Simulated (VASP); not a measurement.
# Ga4Ge (I-43m) in VASP: a series of runs

Ga4Ge is run at these levels: PBE, r2SCAN; tasks: single point.

Program: VASP 6.6.1. These are calculated values, not measurements. Logs are shortened: lines on timing, memory, paths and dates and some standing lists are left out, and cuts for length are marked.

## 1. The cell of the first run

It takes space group I-43m (No. 217, cubic). The conventional cell has a = 6.204 Å, b = 6.204 Å, c = 6.204 Å, α = 90.00°, β = 90.00°, γ = 90.00°. Ga (site symmetry 3m) has 1 Ge at 1.88 Å within 2.5 Å. Within 2.5 Å of Ge (site symmetry -43m) lie 4 Ga at 1.88 Å.

## 2. Single point, PBE

Input file INCAR:

```
ALGO     = Normal         # electronic algorithm
EDIFF    = 1E-6           # SCF threshold, eV
ENCUT    = 520            # plane-wave cutoff, eV
GGA      = PE             # functional
ISIF     = 2              # what is computed and relaxed
ISMEAR   = -1             # smearing method
LASPH    = T              # aspherical terms in the spheres
LCHARG   = F              # write CHGCAR
LREAL    = F              # projectors in reciprocal space
LWAVE    = F              # write WAVECAR
NBANDS   = 41             # bands
NELM     = 80             # most SCF steps
PREC     = Accurate       # precision mode
SIGMA    = 0.1            # smearing width, eV
```

Input file KPOINTS:

```
k-points
0
Gamma
  4 4 4
```

Input file POSCAR:

```
Ga4Ge
1.0
   -3.1018810000      3.1018810000      3.1018810000
    3.1018810000     -3.1018810000      3.1018810000
    3.1018810000      3.1018810000     -3.1018810000
Ga Ge
4 1
Direct
    0.3496000000      0.3496000000      0.3496000000
    0.6504000000      0.0000000000      0.0000000000
    0.0000000000      0.0000000000      0.6504000000
    0.0000000000      0.6504000000      0.0000000000
    0.0000000000      0.0000000000      0.0000000000
```

Potentials or basis: VASP PAW PBE potentials, release 64 (Ga_d, Ge_d).

Launch:

```
$ cat potpaw_PBE.64/Ga_d/POTCAR potpaw_PBE.64/Ge_d/POTCAR > POTCAR
$ mpirun -np 1 vasp_std > vasp.out
```

OUTCAR:

```text
EDIFF = 1E-6
   ENCUT = 520
   GGA = PE
   ISIF = 2
   ISMEAR = -1
   LASPH = T
   LREAL = F
   NELM = 80
   PREC = Accurate

 ion  position               nearest neighbor table
   1  0.350  0.350  0.350-   5 1.88
   2  0.650  0.000  0.000-   5 1.88
   3  0.000  0.000  0.650-   5 1.88
   4  0.000  0.650  0.000-   5 1.88
   5  0.000  0.000  0.000-   1 1.88   2 1.88   3 1.88   4 1.88

  LATTYP: Found a body centered cubic cell.
 ALAT       =     6.2037620000

  Lattice vectors:

 A1 = (  -3.1018810000,   3.1018810000,   3.1018810000)
 A2 = (   3.1018810000,  -3.1018810000,   3.1018810000)
 A3 = (   3.1018810000,   3.1018810000,  -3.1018810000)

Analysis of symmetry for initial positions (statically):
=====================================================================
 Subroutine PRICEL returns:
 Original cell was already a primitive cell.

 Routine SETGRP: Setting up the symmetry group for a
 body centered cubic supercell.

 Subroutine GETGRP returns: Found 24 space group operations
 (whereof 24 operations were pure point group operations)
 out of a pool of 48 trial point group operations.

The static configuration has the point symmetry T_d .

Analysis of symmetry for dynamics (positions and initial velocities):
=====================================================================
 Subroutine PRICEL returns:
 Original cell was already a primitive cell.

 Routine SETGRP: Setting up the symmetry group for a
 body centered cubic supercell.

 Subroutine GETGRP returns: Found 24 space group operations
 (whereof 24 operations were pure point group operations)
 out of a pool of 48 trial point group operations.

The dynamic configuration has the point symmetry T_d .

 Subroutine INISYM returns: Found 24 space group operations
 (whereof 24 operations are pure point group operations),
 and found     1 'primitive' translations

----------------------------------------------------------------------------------------

                                     Primitive cell

  volume of cell :     119.3810

  direct lattice vectors                    reciprocal lattice vectors
    -3.101881000  3.101881000  3.101881000     0.000000000  0.161192515  0.161192515
     3.101881000 -3.101881000  3.101881000     0.161192515  0.000000000  0.161192515
     3.101881000  3.101881000 -3.101881000     0.161192515  0.161192515  0.000000000

  length of vectors
     5.372615491  5.372615491  5.372615491     0.227960641  0.227960641  0.227960641

  position of ions in fractional coordinates (direct lattice)
     0.349600000  0.349600000  0.349600000
     0.650400000  0.000000000  0.000000000
     0.000000000  0.000000000  0.650400000
     0.000000000  0.650400000  0.000000000
     0.000000000  0.000000000  0.000000000

  ion indices of the primitive-cell ions
   primitive index   ion index
                 1           1
                 2           2
                 3           3
                 4           4
                 5           5

----------------------------------------------------------------------------------------

 KPOINTS: k-points

Automatic generation of k-mesh.
 Grid dimensions read from file:
 generate k-points for:    4    4    4

 Generating k-lattice:

  Cartesian coordinates                     Fractional coordinates (reciprocal lattice)
     0.000000000  0.040298129  0.040298129     0.250000000  0.000000000  0.000000000
     0.040298129  0.000000000  0.040298129     0.000000000  0.250000000  0.000000000
     0.040298129  0.040298129  0.000000000     0.000000000  0.000000000  0.250000000

  Length of vectors
     0.056990160  0.056990160  0.056990160

  Shift w.r.t. Gamma in fractional coordinates (k-lattice)
     0.000000000  0.000000000  0.000000000

 Subroutine IBZKPT returns following result:
 ===========================================

 Found      8 irreducible k-points:

 Following reciprocal coordinates:
            Coordinates               Weight
  0.000000  0.000000  0.000000      1.000000
  0.250000  0.000000  0.000000     12.000000
  0.500000  0.000000  0.000000      6.000000
  0.250000  0.250000  0.000000     24.000000
  0.250000  0.250000  0.250000      2.000000
 -0.250000  0.250000  0.250000      6.000000
  0.500000  0.500000  0.250000     12.000000
  0.500000  0.500000  0.500000      1.000000
   k-points           NKPTS =      8   k-points in BZ     NKDIM =      8   number of bands    NBANDS=     41
   number of dos      NEDOS =    301   number of ions     NIONS =      5
   total plane-waves  NPLWV =  64000
   dimension x,y,z NGX =    40 NGY =   40 NGZ =   40
   dimension x,y,z NGXF=    80 NGYF=   80 NGZF=   80
   ions per type =               4   1
   NGX,Y,Z   is equivalent  to a cutoff of  12.38, 12.38, 12.38 a.u.
   NGXF,Y,Z  is equivalent  to a cutoff of  24.75, 24.75, 24.75 a.u.
 SYSTEM =  unknown system
   PREC   = accura    normal or accurate (medium, high low for compatibility)
   ISTART =      0    job   : 0-new  1-cont  2-samecut
   ICHARG =      2    charge: 1-file 2-atom 10-const
   ISPIN  =      1    spin polarized calculation?
   LNONCOLLINEAR =      F non collinear calculations
   LSORBIT =      F    spin-orbit coupling
   LASPH  =      T    aspherical Exc in radial PAW
   ENCUT  =  520.0 eV  38.22 Ry    6.18 a.u.   9.99  9.99  9.99*2*pi/ulx,y,z
   NELM   =     80;   NELMIN=  2; NELMDL= -5     # of ELM steps
   EDIFF  = 0.1E-05   stopping-criterion for ELM
   LREAL  =      F    real-space projection
   EDIFFG = 0.1E-04   stopping-criterion for IOM
   NSW    =      0    number of steps for IOM
   IBRION =     -1    ionic relax: 0-MD 1-quasi-New 2-CG
   NFREE  =      0    steps in history (QN), initial steepest desc. (CG)
   ISIF   =      2    stress and relaxation
   ISYM   =      2    0-nonsym 1-usesym 2-fastsym
   POTIM  = 0.5000    time-step for ionic-motion
   TEBEG  =    0.0;   TEEND  =   0.0 temperature during run
   PSTRESS=    0.0 pullay stress
   NELECT =      66.0000    total number of electrons
   NUPDOWN=      -1.0000    fix difference up-down
   EMIN   =  10.00;   EMAX   =-10.00  energy-range for DOS
   EFERMI =   0.00;   METHOD = LEGACY
   ISMEAR =    -1;   SIGMA  =   0.10  broadening in eV -4-tet -1-fermi 0-gaus
   EFERMI_NEDOS =   21; number of points for ismear=-14 and -15
   IALGO  =     38    algorithm
   IMIX   =      4    mixing-type and parameters
     AMIX     =   0.40;   BMIX     =  1.00
     AMIX_MAG =   1.60;   BMIX_MAG =  1.00
  volume/ion in A,a.u.               =      23.88       161.12
  Fermi-wavevector in a.u.,A,eV,Ry     =   1.343624  2.539081 24.562936  1.805325
  Thomas-Fermi vector in A             =   2.471683
   LORBIT       =      0    0 simple, 1 ext, 2 COOP (PROOUT), +10 PAW based schemes
   GGA     = PE    functional components
   LHFCALC =     F    Hartree Fock is set to
   AEXX    =    0.0000 exact exchange contribution
   IVDW    =     0    specifies the selected vdW correction
   LEPSILON=     F    determine dielectric tensor
   LRPA    =     F    only Hartree local field effects (RPA)
 non-spin polarized calculation
  energy-cutoff  :      520.00
  volume of cell :      119.38
 maximum number of plane-waves:      3300
   NGX = 19   NGY = 19   NGZ = 19

 number of electron      65.9999942 magnetization

 Free energy of the ion-electron system (eV)
  ---------------------------------------------------
  ext. energy  EPLUGINS =         0.00000000
  ---------------------------------------------------
  free energy    TOTEN  =        -2.09535187 eV

  energy without entropy =       -1.97571822  energy(sigma->0) =       -2.03553504

 E-fermi :   3.8175     XC(G=0):  -9.5025

 val. band max:        3.7466278303   @ k =   0.5000   0.0000   0.0000
 cond. band min:       3.8383627613   @ k =   0.5000   0.0000   0.0000
 fundamental gap:      0.0917349311
 Fermi energy:         3.8175068870

 k-point     1 :       0.0000    0.0000    0.0000
  band No.  band energies     occupation
      1     -22.7890      2.00000
      2     -22.7890      2.00000
      3     -22.7890      2.00000
      4     -22.6243      2.00000
      5     -22.6243      2.00000
      6     -13.2202      2.00000
[... 33 lines left out ...]
     40       9.2693      0.00000
     41       9.2693      0.00000

 k-point     2 :       0.2500    0.0000    0.0000
  band No.  band energies     occupation
      1     -22.7889      2.00000
      2     -22.7884      2.00000
      3     -22.7878      2.00000
      4     -22.6242      2.00000
      5     -22.6242      2.00000
      6     -13.1875      2.00000
[... 33 lines left out ...]
     40       8.2839      0.00000
     41       8.8363      0.00000

 k-point     3 :       0.5000    0.0000    0.0000
  band No.  band energies     occupation
      1     -22.7889      2.00000
      2     -22.7878      2.00000
      3     -22.7866      2.00000
      4     -22.6241      2.00000
      5     -22.6241      2.00000
      6     -13.1537      2.00000
[... 33 lines left out ...]
     40       7.8946      0.00000
     41       9.2136      0.00000

 k-point     4 :       0.2500    0.2500    0.0000
  band No.  band energies     occupation
      1     -22.7885      2.00000
      2     -22.7878      2.00000
      3     -22.7869      2.00000
      4     -22.6241      2.00000
      5     -22.6241      2.00000
      6     -13.1541      2.00000
[... 33 lines left out ...]
     40       8.9588      0.00000
     41       9.0133      0.00000

 k-point     5 :       0.2500    0.2500    0.2500
  band No.  band energies     occupation
      1     -22.7878      2.00000
      2     -22.7878      2.00000
      3     -22.7878      2.00000
      4     -22.6241      2.00000
      5     -22.6241      2.00000
      6     -13.1537      2.00000
[... 33 lines left out ...]
     40       7.3369      0.00000
     41       7.3369      0.00000

 k-point     6 :      -0.2500    0.2500    0.2500
  band No.  band energies     occupation
      1     -22.7878      2.00000
      2     -22.7877      2.00000
      3     -22.7877      2.00000
      4     -22.6241      2.00000
      5     -22.6241      2.00000
      6     -13.1553      2.00000
[... 33 lines left out ...]
     40       8.6511      0.00000
     41       8.7890      0.00000

 k-point     7 :       0.5000    0.5000    0.2500
  band No.  band energies     occupation
      1     -22.7877      2.00000
      2     -22.7871      2.00000
      3     -22.7866      2.00000
      4     -22.6240      2.00000
      5     -22.6240      2.00000
      6     -13.1217      2.00000
[... 33 lines left out ...]
     40       9.2049      0.00000
     41       9.6556      0.00000

 k-point     8 :       0.5000    0.5000    0.5000
  band No.  band energies     occupation
      1     -22.7865      2.00000
      2     -22.7865      2.00000
      3     -22.7865      2.00000
      4     -22.6239      2.00000
      5     -22.6239      2.00000
      6     -13.0884      2.00000
[... 33 lines left out ...]
     40      11.0266      0.00000
     41      11.0266      0.00000

------------------------ aborting loop because EDIFF is reached ----------------------------------------

  FORCE on cell =-STRESS in cart. coord.  units (eV):
  Direction    XX          YY          ZZ          XY          YZ          ZX
  --------------------------------------------------------------------------------------
  -------------------------------------------------------------------------------------
  Total       31.7769119     31.7769119     31.7769119      0.0000000     -0.0000000      0.0000000
  in kB      426.4684259    426.4684259    426.4684259      0.0000000     -0.0000000      0.0000000
  external PRESSURE =     426.4684259 kB  Pullay stress =       0.0000000 kB

 VOLUME and BASIS-vectors are now :
 -----------------------------------------------------------------------------
  energy-cutoff  :      520.00
  volume of cell :      119.38
      direct lattice vectors                 reciprocal lattice vectors
    -3.101881000  3.101881000  3.101881000     0.000000000  0.161192515  0.161192515
     3.101881000 -3.101881000  3.101881000     0.161192515  0.000000000  0.161192515
     3.101881000  3.101881000 -3.101881000     0.161192515  0.161192515  0.000000000

 POSITION                                       TOTAL-FORCE (eV/Angst)
 -----------------------------------------------------------------------------------
      1.08442      1.08442      1.08442         8.421647      8.421647      8.421647
     -2.01746      2.01746      2.01746         8.421647     -8.421647     -8.421647
      2.01746      2.01746     -2.01746        -8.421647     -8.421647      8.421647
      2.01746     -2.01746      2.01746        -8.421647      8.421647     -8.421647
      0.00000      0.00000      0.00000         0.000000     -0.000000      0.000000
 -----------------------------------------------------------------------------------
    total drift:                               -0.000003     -0.000003     -0.000002

  FREE ENERGIE OF THE ION-ELECTRON SYSTEM (eV)
  ---------------------------------------------------
  free  energy   TOTEN  =        -2.0953518667 eV

  energy  without entropy=       -1.9757182216  energy(sigma->0) =       -2.03553504
```

Run time: 28 s. Hardware: 1 thread of AMD EPYC 9R45 (Zen 5), shared host; peak memory 0.21 GiB.

Results:

| Quantity | Value |
| --- | --- |
| Free energy | -2.0954 eV |
| Pressure | 42.6 GPa |
| Largest force | 14.587 eV/Å |
| Band gap on the k mesh | zero (band 33 reaches 4.05 eV, above the bottom of band 34 at 2.52 eV) |

Forces on the atoms (eV/Å):
```
Ga   8.422  8.422  8.422
Ga   8.422 -8.422 -8.422
Ga  -8.422 -8.422  8.422
Ga  -8.422  8.422 -8.422
Ge   0.000  0.000  0.000
```

Caveat: forces of over 1 eV/Å act on the atoms, so gaps and moduli don't describe the material at rest.

[end of part 1 of 2]
